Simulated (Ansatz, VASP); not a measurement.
Two plane-wave programs on C

```xyz
2
Lattice="0.0000 1.7659 1.7659 1.7659 0.0000 1.7659 1.7659 1.7659 0.0000" Properties=species:S:1:pos:R:3 pbc="T T T"
C    -0.4415   -0.4415   -0.4415
C     0.4415    0.4415    0.4415
```

Alike in both runs: functional LDA; k mesh 14 × 14 × 14; occupations fermi-dirac, width 0.02 eV; no spin polarisation.

Ansatz relaxed the structure, and its values are those at the end. VASP's run is a single point on that final structure, the one shown.

|  | VASP | Ansatz |
| --- | --- | --- |
| version | VASP 6.6.1 | Ansatz 0.2.0 |
| potentials or method | VASP PAW LDA potentials, release 64 (C_h) | PAW with Ansatz's default frozen-core files, scalar-relativistic |
| plane-wave cutoff (eV) | 910 | 420 |
| valence electrons in the cell | 8 | 8 |

|  | VASP | Ansatz | Ansatz less VASP |
| --- | --- | --- | --- |
| gap on the k mesh at the Fermi level (eV) | 4.17 | 4.17 | -0.001 |

LDA's correlation is that of Perdew and Zunger in VASP and of Perdew and Wang (1992) in Ansatz.

Noted on VASP's run: the cutoff is short for stress, so the pressure is rough.
